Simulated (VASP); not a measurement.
Set up this calculation in VASP 6.6.1, as the native input.

- Task: single point
- Functional: PBE
- Potentials or basis: VASP PAW PBE potentials, release 64 (B, N)
- Cutoff: 520 eV
- k mesh: 6 × 6 × 6
- Occupations: gaussian, width 0.05 eV
- Spin: no spin polarisation
- Dipole correction: no
- Further INCAR settings: ALGO = Normal; EDIFF = 1e-06; NBANDS = 26

The structure of BN lies in POSCAR:

```
BN
1.0
    3.4995909649      0.1200039195     -0.1858766248
   -0.1200039195     -3.5722264805      0.0010645087
    0.1858766248      0.0010645087     -3.6157623961
B N
4 4
Direct
   -0.1046145289      0.4787089050      0.5511200763
    0.5222378180     -0.0867175944      0.3313634006
    0.6117930975      0.4100626995     -0.0488813767
    0.1046089464     -0.0422504851      0.0473136987
    0.7463602521      0.8166283018      0.7209793952
    0.1398560015      0.3074842587      0.8140074649
    0.1944900562      0.8382233574      0.3174437935
    0.7852683571      0.2778605570      0.2666535476
```

This cell differs from its parent crystal: atoms moved at random and the cell strained at random.

These files were run (other wordings do the same):

INCAR

```
SYSTEM = BN
PREC     = Accurate       ! precision mode
ENCUT    = 520            ! plane-wave cutoff, eV
EDIFF    = 1E-6           ! SCF threshold, eV
ISMEAR   = 0              ! smearing method
SIGMA    = 0.05           ! smearing width, eV
LREAL    = .FALSE.        ! projectors in reciprocal space
LASPH    = .TRUE.         ! aspherical terms in the spheres
NELM     = 80             ! most SCF steps
ALGO     = Normal         ! electronic algorithm
ISIF     = 2              ! what is computed and relaxed
LWAVE    = .FALSE.        ! write WAVECAR
LCHARG   = .FALSE.        ! write CHGCAR
GGA      = PE             ! functional
NBANDS   = 26             ! bands
```

KPOINTS

```
regular mesh
0
G
  6 6 6
  0 0 0
```

Potentials or basis: VASP PAW PBE potentials, release 64 (B, N).

The run is started by

```bash
$ cat potpaw_PBE.64/B/POTCAR potpaw_PBE.64/N/POTCAR > POTCAR
$ mpirun -np 1 vasp_std > vasp.out
```

Results of the run:

| Item | Value |
| --- | --- |
| Pressure | 112.3 GPa |
| Largest force | 22.678 eV/Å |
| Band gap on the k mesh | zero (bands 16 and 17 overlap by 0.60 eV) |

Caveat: the cell differs from its parent crystal (atoms moved at random and the cell strained at random); the cell stands under pressure; semilocal functionals underestimate gaps, so a narrow gap can read as zero; forces of over 1 eV/Å act on the atoms, so gaps and moduli don't describe the material at rest.

Wall time 47 s on 1 thread of Intel(R) Xeon(R) 6975P-C (Granite Rapids), on a shared host, peak memory 0.21 GiB.
